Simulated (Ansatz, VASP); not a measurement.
# Two plane-wave programs on Nb3Tl

```
Nb Tl
1.0
     5.24149    0.00000    0.00000
     0.00000    5.24149    0.00000
     0.00000    0.00000    5.24149
Nb Tl
6 2
Direct
  0.25000 0.00000 0.50000
  0.50000 0.75000 0.00000
  0.75000 0.00000 0.50000
  0.50000 0.25000 0.00000
  0.00000 0.50000 0.75000
  0.00000 0.50000 0.25000
  0.00000 0.00000 0.00000
  0.50000 0.50000 0.50000
```

Alike in both runs: functional LDA; k mesh 6 × 6 × 6; occupations fermi-dirac, width 0.1 eV; no spin polarisation.

Ansatz relaxed the structure, and its values are those at the end. VASP's run is a single point on that final structure, the one shown.

|  | VASP | Ansatz |
| --- | --- | --- |
| version | VASP 6.6.1 | Ansatz 0.2.0 |
| potentials or method | VASP PAW LDA potentials, release 64 (Nb_sv, Tl_d), cutoff 520 eV | PAW plane waves |
| valence electrons in the cell | 104 | 104 |

VASP gave:

```
gap on the k mesh at the Fermi level (eV) : none
pressure (GPa)                            : 0.2
```

Q: What did Ansatz give for the same quantities?

A: gap on the k mesh at the Fermi level (eV): none; pressure (GPa): 0.0.

Ansatz warns that its potentials were made for another functional, while VASP's fit it. LDA's correlation is that of Perdew and Zunger in VASP and of Perdew and Wang (1992) in Ansatz. A gap of «none» marks a metal or a gap that the smearing closes.

Spin-orbit coupling is off throughout.
